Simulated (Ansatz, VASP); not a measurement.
**Two plane-wave programs on ZnS**

```
Zn S
1.0
     0.00000    2.53102    2.53102
     2.53102    0.00000    2.53102
     2.53102    2.53102    0.00000
Zn S
1 1
Direct
  0.00000 0.00000 0.00000
  0.50000 0.50000 0.50000
```

Alike in both runs: task single point; functional PBE-based screened hybrid; k mesh 4 × 4 × 4; occupations fermi-dirac, width 0.02 eV; no spin polarisation.

```csv
,VASP,Ansatz
version,VASP 6.6.1,Ansatz 0.2.0
potentials or method,"VASP PAW PBE potentials, release 64 (Zn, S)",plane waves
plane-wave cutoff (eV),520,420
valence electrons in the cell,18,18
```

|  | VASP | Ansatz | Ansatz less VASP |
| --- | --- | --- | --- |
| gap on the k mesh at the Fermi level (eV) | 4.49 | 4.52 | +0.021 |
| pressure (GPa) | -1.5 | -0.8 | +0.72 |

VASP's potentials were made for PBE, not for PBE-based screened hybrid. Ansatz's warnings: stress exchange threshold loose, stress scf threshold loose.

The k mesh is coarse, so the values compare programs but aren't converged.
